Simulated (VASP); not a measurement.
# Mg (P6_3/mmc) in VASP: a series of runs

The runs below take Mg through single point, with PBE.

Program: VASP 6.6.1. These are calculated values, not measurements. Logs are shortened: lines on timing, memory, paths and dates and some standing lists are left out, and cuts for length are marked.

**1. The cell of the first run**

The structure is hexagonal, space group P6_3/mmc (No. 194). The conventional cell has a = 3.123 Å, b = 3.123 Å, c = 10.144 Å, α = 90.00°, β = 90.00°, γ = 120.00°. Within 4.1 Å of Mg (site symmetry -3m) lie 12 Mg at 3.11 to 3.12 Å. Mg (site symmetry -6m2) has 12 Mg at 3.11 to 3.12 Å within 4.1 Å.

**2. Single point, PBE**

File INCAR:

```
  ALGO = Normal
  EDIFF = 1E-7
  ENCUT = 520
  GGA = PE
  ISIF = 2
  ISMEAR = 0
  LASPH = T
  LCHARG = F
  LREAL = F
  LWAVE = F
  NBANDS = 12
  NELM = 100
  PREC = Accurate
  SIGMA = 0.1
```

File KPOINTS:

```
k-points
0
Gamma
  8 8 3
```

File POSCAR:

```
Mg
1.0
    3.1229750197      0.0000000000      0.0000000000
   -1.5614825946      2.7045703119      0.0000000000
    0.0000000000      0.0000000000     10.1439302739
Mg
4
Direct
    0.0000000000      0.0000000000      0.0000000000
    0.3333333333      0.6666666667      0.2500000000
    0.0000000000      0.0000000000      0.5000000000
    0.6666666667      0.3333333333      0.7500000000
```

Potentials or basis: VASP PAW PBE potentials, release 64 (Mg).

Started as:

```console
$ cat potpaw_PBE.64/Mg/POTCAR > POTCAR
$ mpirun -np 1 vasp_std > vasp.out
```

OUTCAR:

```text
EDIFF = 1E-7
   ENCUT = 520
   GGA = PE
   ISIF = 2
   ISMEAR = 0
   LASPH = T
   LREAL = F
   NELM = 100
   PREC = Accurate

 ion  position               nearest neighbor table
   1  0.000  0.000  0.000-   2 3.11   4 3.11   4 3.11   2 3.11   4 3.11   2 3.11
   2  0.333  0.667  0.250-   1 3.11   3 3.11   1 3.11   3 3.11   1 3.11   3 3.11
   3  0.000  0.000  0.500-   2 3.11   4 3.11   4 3.11   2 3.11   4 3.11   2 3.11
   4  0.667  0.333  0.750-   1 3.11   3 3.11   1 3.11   3 3.11   1 3.11   3 3.11

  LATTYP: Found a hexagonal cell.
 ALAT       =     3.1229750197
 C/A-ratio  =     3.2481624765

  Lattice vectors:

 A1 = (   3.1229750197,   0.0000000000,   0.0000000000)
 A2 = (  -1.5614825946,   2.7045703119,   0.0000000000)
 A3 = (   0.0000000000,   0.0000000000,  10.1439302739)

Analysis of symmetry for initial positions (statically):
=====================================================================
 Subroutine PRICEL returns:
 Original cell was already a primitive cell.

 Routine SETGRP: Setting up the symmetry group for a
 hexagonal supercell.

 Subroutine GETGRP returns: Found 24 space group operations
 (whereof 12 operations were pure point group operations)
 out of a pool of 24 trial point group operations.

The static configuration has the point symmetry D_3d.
 The point group associated with its full space group is D_6h.

Analysis of symmetry for dynamics (positions and initial velocities):
=====================================================================
 Subroutine PRICEL returns:
 Original cell was already a primitive cell.

 Routine SETGRP: Setting up the symmetry group for a
 hexagonal supercell.

 Subroutine GETGRP returns: Found 24 space group operations
 (whereof 12 operations were pure point group operations)
 out of a pool of 24 trial point group operations.

The dynamic configuration has the point symmetry D_3d.
 The point group associated with its full space group is D_6h.

 Subroutine INISYM returns: Found 24 space group operations
 (whereof 12 operations are pure point group operations),
 and found     1 'primitive' translations

----------------------------------------------------------------------------------------

                                     Primitive cell

  volume of cell :      85.6787

  direct lattice vectors                    reciprocal lattice vectors
     3.122975020  0.000000000  0.000000000     0.320207492  0.184871668  0.000000000
[... 96 lines left out ...]
   NELECT =       8.0000    total number of electrons
   NUPDOWN=      -1.0000    fix difference up-down
   EMIN   =  10.00;   EMAX   =-10.00  energy-range for DOS
   EFERMI =   0.00;   METHOD = LEGACY
   ISMEAR =     0;   SIGMA  =   0.10  broadening in eV -4-tet -1-fermi 0-gaus
   EFERMI_NEDOS =   21; number of points for ismear=-14 and -15
   IALGO  =     38    algorithm
   IMIX   =      4    mixing-type and parameters
     AMIX     =   0.40;   BMIX     =  1.00
     AMIX_MAG =   1.60;   BMIX_MAG =  1.00
  volume/ion in A,a.u.               =      21.42       144.55
  Fermi-wavevector in a.u.,A,eV,Ry     =   0.742701  1.403501  7.505032  0.551604
  Thomas-Fermi vector in A             =   1.837642
   LORBIT       =      0    0 simple, 1 ext, 2 COOP (PROOUT), +10 PAW based schemes
   GGA     = PE    functional components
   LHFCALC =     F    Hartree Fock is set to
   AEXX    =    0.0000 exact exchange contribution
   IVDW    =     0    specifies the selected vdW correction
   LEPSILON=     F    determine dielectric tensor
   LRPA    =     F    only Hartree local field effects (RPA)
 non-spin polarized calculation
 Gauss-broadening in eV      SIGMA  =   0.10
  energy-cutoff  :      520.00
  volume of cell :       85.68
 maximum number of plane-waves:      2332
 NGX is ok and might be reduce to    24
   NGX = 11   NGY = 11   NGZ = 37

 number of electron       7.9999999 magnetization

 Free energy of the ion-electron system (eV)
  ---------------------------------------------------
  ext. energy  EPLUGINS =         0.00000000
  ---------------------------------------------------
  free energy    TOTEN  =        -6.00885519 eV

  energy without entropy =       -6.00078785  energy(sigma->0) =       -6.00482152

 E-fermi :   3.0765     XC(G=0):  -8.7077

 val. band max:        2.9664564879   @ k =   0.2500   0.0000   0.0000
 cond. band min:       3.0831370038   @ k =   0.3750   0.1250   0.3333
 fundamental gap:      0.1166805160
 Fermi energy:         3.0764660341

 k-point     1 :       0.0000    0.0000    0.0000
  band No.  band energies     occupation
      1      -4.2300      2.00000
      2      -2.7753      2.00000
      3      -2.7732      2.00000
      4       1.2018      2.00000
      5       1.7673      2.00000
      6       8.2349      0.00000
      7       8.2454      0.00000
      8      14.3931      0.00000
      9      14.3932      0.00000
     10      14.5259      0.00000
     11      14.5260      0.00000
     12      15.1510      0.00000
[... 271 lines left out ...]
 k-point    20 :       0.3750    0.2500    0.3333
  band No.  band energies     occupation
      1       1.7955      2.00000
      2       1.8359      2.00000
      3       2.2564      2.00000
      4       2.2924      2.00000
      5       3.9367      0.00000
      6       4.0208      0.00000
      7       4.2143      0.00000
      8       4.9374      0.00000
      9       5.6386      0.00000
     10       5.8730      0.00000
     11       6.8488      0.00000
     12       8.0210      0.00000

------------------------ aborting loop because EDIFF is reached ----------------------------------------

  FORCE on cell =-STRESS in cart. coord.  units (eV):
  Direction    XX          YY          ZZ          XY          YZ          ZX
  --------------------------------------------------------------------------------------
  -------------------------------------------------------------------------------------
  Total        1.6407112      1.6407046      1.4074810      0.0000030     -0.0000000     -0.0000000
  in kB       30.6810114     30.6808891     26.3196488      0.0000558     -0.0000000     -0.0000000
  external PRESSURE =      29.2271831 kB  Pullay stress =       0.0000000 kB

 VOLUME and BASIS-vectors are now :
 -----------------------------------------------------------------------------
  energy-cutoff  :      520.00
  volume of cell :       85.68
      direct lattice vectors                 reciprocal lattice vectors
     3.122975020  0.000000000  0.000000000     0.320207492  0.184871668  0.000000000
    -1.561482595  2.704570312  0.000000000     0.000000000  0.369744501  0.000000000
     0.000000000  0.000000000 10.143930274     0.000000000  0.000000000  0.098581119

 POSITION                                       TOTAL-FORCE (eV/Angst)
 -----------------------------------------------------------------------------------
      0.00000      0.00000      0.00000         0.000000      0.000000     -0.000000
      0.00000      1.80305      2.53598        -0.000000      0.000000     -0.000000
      0.00000      0.00000      5.07197         0.000000      0.000000     -0.000000
      1.56149      0.90152      7.60795         0.000000     -0.000000      0.000000
 -----------------------------------------------------------------------------------
    total drift:                                0.000000     -0.000000     -0.000000

  FREE ENERGIE OF THE ION-ELECTRON SYSTEM (eV)
  ---------------------------------------------------
  free  energy   TOTEN  =        -6.0088551910 eV

  energy  without entropy=       -6.0007878455  energy(sigma->0) =       -6.00482152
```

stdout:

```text
POSCAR found type information on POSCAR Mg
 POSCAR found :  1 types and       4 ions
 scaLAPACK will be used
 LDA part: xc-table for (Slater+PW92), standard interpolation
 POSCAR, INCAR and KPOINTS ok, starting setup
 FFT: planning ... GRIDC
 FFT: planning ... GRID_SOFT
 FFT: planning ... GRID
 WAVECAR not read
 entering main loop
```

Wall time 39 s (1 thread of AMD EPYC 7R13, shared host); peak memory 0.17 GiB.

Results:

- Free energy: -6.0089 eV
- Pressure: 2.9 GPa
- Band gap on the k mesh: zero (band 4 reaches 4.08 eV, above the bottom of band 5 at 1.77 eV)

**3. Single point, PBE**

This run uses another cell than the first one, of 22.10 Å³/atom, 1.032 times its volume.

File INCAR:

```
SYSTEM = Mg
ALGO = Normal ; EDIFF = 1E-6
ENCUT = 520 ; GGA = PE
ISIF = 2 ; ISMEAR = 0
LASPH = .True. ; LCHARG = .False.
LREAL = .False. ; LWAVE = .False.
NBANDS = 12 ; NELM = 80
PREC = Accurate ; SIGMA = 0.1
```

File KPOINTS:

```
k-points
0
Gamma
  8 8 3
  0 0 0
```

File POSCAR:

```
Mg
1.0
    3.1555083509      0.0000000000      0.0000000000
   -1.5777492090      2.7327449470      0.0000000000
    0.0000000000      0.0000000000     10.2496038193
Mg
4
Direct
    0.0000000000      0.0000000000      0.0000000000
    0.3333333333      0.6666666667      0.2500000000
    0.0000000000      0.0000000000      0.5000000000
    0.6666666667      0.3333333333      0.7500000000
```

Potentials or basis: VASP PAW PBE potentials, release 64 (Mg).

Started as:

```console
$ cat potpaw_PBE.64/Mg/POTCAR > POTCAR
$ mpirun -np 1 vasp_std > vasp.out
```

OUTCAR:

```text
SYSTEM = Mg
   EDIFF = 1E-6
   ENCUT = 520
   GGA = PE
   ISIF = 2
   ISMEAR = 0
   LASPH = .True.
   LREAL = .False.
   NELM = 80
   PREC = Accurate

 ion  position               nearest neighbor table
   1  0.000  0.000  0.000-   2 3.14   4 3.14   4 3.14   2 3.14   4 3.14   2 3.14
   2  0.333  0.667  0.250-   1 3.14   3 3.14   1 3.14   3 3.14   1 3.14   3 3.14
   3  0.000  0.000  0.500-   2 3.14   4 3.14   4 3.14   2 3.14   4 3.14   2 3.14
   4  0.667  0.333  0.750-   1 3.14   3 3.14   1 3.14   3 3.14   1 3.14   3 3.14

[... 497 lines left out ...]
  --------------------------------------------------------------------------------------
  -------------------------------------------------------------------------------------
  Total        0.9173635      0.9173598      0.6843578      0.0000017      0.0000000      0.0000000
  in kB       16.6293977     16.6293314     12.4056154      0.0000302      0.0000000      0.0000000
  external PRESSURE =      15.2214482 kB  Pullay stress =       0.0000000 kB

 VOLUME and BASIS-vectors are now :
 -----------------------------------------------------------------------------
  energy-cutoff  :      520.00
  volume of cell :       88.38
      direct lattice vectors                 reciprocal lattice vectors
     3.155508351  0.000000000  0.000000000     0.316906149  0.182965639  0.000000000
    -1.577749209  2.732744947  0.000000000     0.000000000  0.365932430  0.000000000
     0.000000000  0.000000000 10.249603819     0.000000000  0.000000000  0.097564747

 POSITION                                       TOTAL-FORCE (eV/Angst)
 -----------------------------------------------------------------------------------
      0.00000      0.00000      0.00000         0.000000      0.000000     -0.000000
      0.00000      1.82183      2.56240        -0.000000     -0.000000      0.000000
      0.00000      0.00000      5.12480         0.000000      0.000000     -0.000000
      1.57776      0.91091      7.68720        -0.000000      0.000000      0.000000
 -----------------------------------------------------------------------------------
    total drift:                                0.000000     -0.000000      0.000000

  FREE ENERGIE OF THE ION-ELECTRON SYSTEM (eV)
  ---------------------------------------------------
  free  energy   TOTEN  =        -6.0461331688 eV

  energy  without entropy=       -6.0384061366  energy(sigma->0) =       -6.04226965
```

It took 34 s on 1 thread of AMD EPYC 7R13, shared host; peak memory 0.16 GiB.

Results:

```yaml
Free_energy: -6.0461 eV
Pressure: 1.5 GPa
Band_gap_on_the_k_mesh: zero (band 4 reaches 3.90 eV, above the bottom of band 5 at 1.60 eV)
```

Stress tensor (GPa, compression positive):
```
1.66 0.00 0.00
0.00 1.66 0.00
0.00 0.00 1.24
```

**4. Single point, PBE**

This run uses another cell than the first one, of 22.77 Å³/atom, 1.063 times its volume.

File INCAR:

```
PREC = Accurate
ENCUT = 520
EDIFF = 1E-6
ISMEAR = 0
SIGMA = 0.1
LREAL = F
LASPH = T
NELM = 60
ALGO = Normal
ISIF = 2
LWAVE = F
LCHARG = F
GGA = PE
NBANDS = 12
```

File KPOINTS:

```
regular mesh
0
Gamma
  8 8 3
```

File POSCAR:

```
Mg
1.0
    3.1873843300      0.0000000000      0.0000000000
   -1.5936871484      2.7603502997      0.0000000000
    0.0000000000      0.0000000000     10.3531421788
Mg
4
Direct
    0.0000000000      0.0000000000      0.0000000000
    0.3333333333      0.6666666667      0.2500000000
    0.0000000000      0.0000000000      0.5000000000
    0.6666666667      0.3333333333      0.7500000000
```

Potentials or basis: VASP PAW PBE potentials, release 64 (Mg).

Started as:

```console
$ cat potpaw_PBE.64/Mg/POTCAR > POTCAR
$ mpirun -np 1 vasp_std > vasp.out
```

OUTCAR:

```text
PREC = Accurate
   ENCUT = 520
   EDIFF = 1E-6
   ISMEAR = 0
   LREAL = F
   LASPH = T
   NELM = 60
   ISIF = 2
   GGA = PE

 ion  position               nearest neighbor table
   1  0.000  0.000  0.000-   2 3.18   4 3.18   4 3.18   2 3.18   4 3.18   2 3.18
   2  0.333  0.667  0.250-   1 3.18   3 3.18   1 3.18   3 3.18   1 3.18   3 3.18
   3  0.000  0.000  0.500-   2 3.18   4 3.18   4 3.18   2 3.18   4 3.18   2 3.18
   4  0.667  0.333  0.750-   1 3.18   3 3.18   1 3.18   3 3.18   1 3.18   3 3.18

[... 496 lines left out ...]
  Direction    XX          YY          ZZ          XY          YZ          ZX
  --------------------------------------------------------------------------------------
  -------------------------------------------------------------------------------------
  Total        0.2549502      0.2549492      0.0237633      0.0000005     -0.0000000      0.0000000
  in kB        4.4843051      4.4842872      0.4179713      0.0000081     -0.0000000      0.0000000
  external PRESSURE =       3.1288545 kB  Pullay stress =       0.0000000 kB

 VOLUME and BASIS-vectors are now :
 -----------------------------------------------------------------------------
  energy-cutoff  :      520.00
  volume of cell :       91.09
      direct lattice vectors                 reciprocal lattice vectors
     3.187384330  0.000000000  0.000000000     0.313736875  0.181135860  0.000000000
    -1.593687148  2.760350300  0.000000000     0.000000000  0.362272861  0.000000000
     0.000000000  0.000000000 10.353142179     0.000000000  0.000000000  0.096589034

 POSITION                                       TOTAL-FORCE (eV/Angst)
 -----------------------------------------------------------------------------------
      0.00000      0.00000      0.00000        -0.000000      0.000000      0.000000
      0.00000      1.84023      2.58829         0.000000     -0.000000      0.000000
      0.00000      0.00000      5.17657        -0.000000      0.000000      0.000000
      1.59369      0.92012      7.76486         0.000000      0.000000      0.000000
 -----------------------------------------------------------------------------------
    total drift:                                0.000000     -0.000000     -0.000000

  FREE ENERGIE OF THE ION-ELECTRON SYSTEM (eV)
  ---------------------------------------------------
  free  energy   TOTEN  =        -6.0614085795 eV

  energy  without entropy=       -6.0538879773  energy(sigma->0) =       -6.05764828
```

stdout:

```text
POSCAR found type information on POSCAR Mg
 POSCAR found :  1 types and       4 ions
 scaLAPACK will be used
 LDA part: xc-table for (Slater+PW92), standard interpolation
 POSCAR, INCAR and KPOINTS ok, starting setup
 FFT: planning ... GRIDC
 FFT: planning ... GRID_SOFT
 FFT: planning ... GRID
 WAVECAR not read
 entering main loop
```

It took 34 s on 1 thread of AMD EPYC 7R13, shared host; peak memory 0.16 GiB.

What came out:

| Item | Value |
| --- | --- |
| Free energy | -6.0614 eV |
| Pressure | 0.3 GPa |
| Band gap on the k mesh | zero (band 4 reaches 3.73 eV, above the bottom of band 5 at 1.43 eV) |

Stress tensor (GPa, compression positive):
```
0.45 0.00 0.00
0.00 0.45 0.00
0.00 0.00 0.04
```

(Continued in part 2 of 2.)
